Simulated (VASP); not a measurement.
# CdSe (zincblende type) (F-43m) in VASP: a series of runs, part 2 of 2

VASP 6.6.1.

## 3. Single point, PBE

INCAR reads:

```
ALGO = Normal ; EDIFF = 1E-7
ENCUT = 520 ; GGA = PE
ISIF = 2 ; ISMEAR = -1
LASPH = True ; LCHARG = False
LREAL = False ; LWAVE = False
NBANDS = 16 ; NELM = 80
PREC = Accurate ; SIGMA = 0.08
```

KPOINTS reads:

```
k-points
0
Gamma
  11 11 11
```

POSCAR reads:

```
CdSe
1.0
    0.0000000000      2.9109174423      2.9109174423
    2.9109174423      0.0000000000      2.9109174423
    2.9109174423      2.9109174423      0.0000000000
Cd Se
1 1
Direct
    0.0000000000      0.0000000000      0.0000000000
    0.2500000000      0.2500000000      0.2500000000
```

Potentials or basis: VASP PAW PBE potentials, release 64 (Cd, Se).

Run with:

```console
> cat potpaw_PBE.64/Cd/POTCAR potpaw_PBE.64/Se/POTCAR > POTCAR
> mpirun -np 1 vasp_std > vasp.out
```

OUTCAR:

```text
EDIFF = 1E-7
   ENCUT = 520
   GGA = PE
   ISIF = 2
   ISMEAR = -1
   LASPH = True
   LREAL = False
   NELM = 80
   PREC = Accurate

 ion  position               nearest neighbor table
   1  0.000  0.000  0.000-   2 2.52   2 2.52   2 2.52   2 2.52
   2  0.250  0.250  0.250-   1 2.52   1 2.52   1 2.52   1 2.52

  LATTYP: Found a face centered cubic cell.
 ALAT       =     5.8218348846

  Lattice vectors:

 A1 = (   0.0000000000,   2.9109174423,   2.9109174423)
[... 638 lines left out ...]

 [... further k-points ...]

------------------------ aborting loop because EDIFF is reached ----------------------------------------

  FORCE on cell =-STRESS in cart. coord.  units (eV):
  Direction    XX          YY          ZZ          XY          YZ          ZX
  --------------------------------------------------------------------------------------
  -------------------------------------------------------------------------------------
  Total        4.1607654      4.1607654      4.1607654     -0.0000000      0.0000000      0.0000000
  in kB      135.1338506    135.1338506    135.1338506     -0.0000000      0.0000000      0.0000000
  external PRESSURE =     135.1338506 kB  Pullay stress =       0.0000000 kB

 VOLUME and BASIS-vectors are now :
 -----------------------------------------------------------------------------
  energy-cutoff  :      520.00
  volume of cell :       49.33
      direct lattice vectors                 reciprocal lattice vectors
     0.000000000  2.910917442  2.910917442    -0.171767152  0.171767152  0.171767152
     2.910917442  0.000000000  2.910917442     0.171767152 -0.171767152  0.171767152
     2.910917442  2.910917442  0.000000000     0.171767152  0.171767152 -0.171767152

 POSITION                                       TOTAL-FORCE (eV/Angst)
 -----------------------------------------------------------------------------------
      0.00000      0.00000      0.00000         0.000000      0.000000      0.000000
      1.45546      1.45546      1.45546        -0.000000     -0.000000     -0.000000
 -----------------------------------------------------------------------------------
    total drift:                               -0.000000     -0.000000     -0.000000

  FREE ENERGIE OF THE ION-ELECTRON SYSTEM (eV)
  ---------------------------------------------------
  free  energy   TOTEN  =        -5.1322156979 eV

  energy  without entropy=       -5.1321906446  energy(sigma->0) =       -5.13220317
```

Wall time 24 s (1 thread of Intel Xeon Platinum 8559C (Emerald Rapids), shared host); peak memory 0.2 GiB.

What came out:

```
Free energy            : -5.1322 eV
Pressure               : 13.5 GPa
Band gap on the k mesh : 0.88 eV, direct
```

## 4. Relaxation of cell and atoms, PBE, target pressure 13 GPa, at which the enthalpy is minimised

This run uses another cell than the first one, of 23.25 Å³/atom, 0.943 times its volume.

INCAR reads:

```
  PREC = Accurate
  ENCUT = 600
  EDIFF = 1E-7
  ISMEAR = -1
  SIGMA = 0.08
  LREAL = False
  LASPH = True
  NELM = 100
  ALGO = Normal
  ISIF = 3
  LWAVE = False
  LCHARG = False
  GGA = PE
  IBRION = 2
  NSW = 60
  EDIFFG = -0.005
  PSTRESS = 130.0
```

KPOINTS reads:

```
regular mesh
0
Gamma
  11 11 11
```

POSCAR reads:

```
CdSe
1.0
    0.0000000000      2.8540085290      2.8540085290
    2.8540085290      0.0000000000      2.8540085290
    2.8540085290      2.8540085290      0.0000000000
Cd Se
1 1
Direct
    0.0000000000      0.0000000000      0.0000000000
    0.2500000000      0.2500000000      0.2500000000
```

Run with:

```console
> cat potpaw_PBE.64/Cd/POTCAR potpaw_PBE.64/Se/POTCAR > POTCAR
> mpirun -np 1 vasp_std > vasp.out
```

Run time: 61 s. Hardware: 1 thread of Intel Xeon Platinum 8559C (Emerald Rapids), shared host; peak memory 0.21 GiB.

It converged, with:

| Quantity | Value |
| --- | --- |
| Free energy | -5.1500 eV |
| Relaxed volume | 24.78 Å³/atom |
| Relaxed cell | a = 4.123 Å, b = 4.123 Å, c = 4.123 Å, α = 60.00°, β = 60.00°, γ = 60.00° |
| Space group after relaxing (to 0.05 Å) | F-43m (No. 216) |
| Energy change on relaxing (the enthalpy is what falls) | -157.3 meV/atom |
| Ionic steps | 4 |
| Pressure after relaxing | 13.0 GPa |
| Band gap on the k mesh | 0.87 eV, direct |

Step by step:
```
step  energy change (eV)  largest force (eV/Å)  pressure (GPa)  volume (Å³)
   1              0.0000                0.0000           20.25        46.49
   2             -0.5652                0.0000            5.86        53.94
   3             -0.3197                0.0000           12.88        49.62
   4             -0.3146                0.0000           13.01        49.56
```

Final structure:
```cif
data_structure
_symmetry_space_group_name_H-M 'P 1'
_symmetry_Int_Tables_number 1
_cell_length_a 4.1230
_cell_length_b 4.1230
_cell_length_c 4.1230
_cell_angle_alpha 60.000
_cell_angle_beta 60.000
_cell_angle_gamma 60.000
_cell_volume 49.56
loop_
_atom_site_label
_atom_site_type_symbol
_atom_site_fract_x
_atom_site_fract_y
_atom_site_fract_z
_atom_site_occupancy
Cd1 Cd 0.00000 0.00000 0.00000 1
Se1 Se 0.25000 0.25000 0.25000 1
```

Levels at points of the mesh, in eV from the valence-band top:
| k point | band 6 | band 7 | band 8 | band 9 | band 10 | band 11 | band 12 | band 13 |
| --- | --- | --- | --- | --- | --- | --- | --- | --- |
| (0.00, 0.00, 0.00) | -7.94 | 0.00 | 0.00 | 0.00 | 0.87 | 5.90 | 5.90 | 5.90 |

Caveat: the cell is relaxed towards a set pressure, so the enthalpy falls and the energy may rise.

## 5. Relaxation of cell and atoms, PBE, target pressure 13 GPa, at which the enthalpy is minimised

INCAR reads:

```
PREC = Accurate
ENCUT = 600
EDIFF = 1E-6
ISMEAR = -1
SIGMA = 0.08
LREAL = F
LASPH = T
NELM = 100
ALGO = Normal
ISIF = 3
LWAVE = F
LCHARG = F
GGA = PE
IBRION = 2
NSW = 32
EDIFFG = -0.005
PSTRESS = 130.0
```

KPOINTS reads:

```
Automatic mesh
0
Gamma
  11 11 11
```

POSCAR reads:

```
CdSe
1.0
    0.0000000000      2.9103530355      2.9103530355
    2.9103530355      0.0000000000      2.9103530355
    2.9103530355      2.9103530355      0.0000000000
Cd Se
1 1
Direct
    0.0000000000      0.0000000000      0.0000000000
    0.2500000000      0.2500000000      0.2500000000
```

Run with:

```console
> cat potpaw_PBE.64/Cd/POTCAR potpaw_PBE.64/Se/POTCAR > POTCAR
> mpirun -np 1 vasp_std > vasp.out
```

It took 70 s on 1 thread of Intel Xeon Platinum 8559C (Emerald Rapids), shared host; peak memory 0.24 GiB.

It converged, with:

```
Free energy                                            : -5.1507 eV
Relaxed volume                                         : 24.78 Å³/atom
Relaxed cell                                           : a = 4.123 Å, b = 4.123 Å, c = 4.123 Å, α = 60.00°, β = 60.00°, γ = 60.00°
Space group after relaxing (to 0.05 Å)                 : F-43m (No. 216)
Energy change on relaxing (the enthalpy is what falls) : -10.5 meV/atom
Ionic steps                                            : 3
Pressure after relaxing                                : 13.0 GPa
Band gap on the k mesh                                 : 0.87 eV, direct
```

Step by step:
```csv
step,energy change (eV),largest force (eV/Å),pressure (GPa),volume (Å³)
1,0.0000,0.0000,13.55,49.30
2,-0.0492,0.0000,12.27,49.91
3,-0.0211,0.0000,13.01,49.56
```

Final structure:
```
Cd Se
1.0
     0.00000    2.91535    2.91535
     2.91535    0.00000    2.91535
     2.91535    2.91535    0.00000
Cd Se
1 1
Direct
  0.00000 0.00000 0.00000
  0.25000 0.25000 0.25000
```

Levels at points of the mesh, in eV from the valence-band top:
```csv
k point,band 7,band 8,band 9,band 10,band 11,band 12
"(0.00, 0.00, 0.00)",0.00,0.00,0.00,0.87,5.90,5.90
```

Caveat: the cell is relaxed towards a set pressure, so the enthalpy falls and the energy may rise.

## 6. The runs side by side

| task | cell | cutoff (eV) | gap on the mesh (eV) | pressure (GPa) |
| --- | --- | --- | --- | --- |
| single point | a = 4.116 Å, angles 60.0°, 2 atoms | 520 | 0.88 | 13.6 |
| single point | a = 4.117 Å, angles 60.0°, 2 atoms | 520 | 0.88 | 13.5 |
| relaxation of cell and atoms | relaxed to 13 GPa from a = 4.036 Å, angles 60.0°, 2 atoms | 600 | 0.87 | 13.0 |
| relaxation of cell and atoms | relaxed to 13 GPa from a = 4.116 Å, angles 60.0°, 2 atoms | 600 | 0.87 | 13.0 |

Alike in all rows: level PBE; potentials or basis VASP PAW PBE potentials, release 64 (Cd, Se); no spin polarisation; k mesh 11 × 11 × 11; smearing fermi-dirac 0.08 eV.

Caveats: the cell is relaxed towards a set pressure, so the enthalpy falls and the energy may rise (some runs).

Total energies depend on the potentials used, so only differences within one code and one set of settings carry meaning.
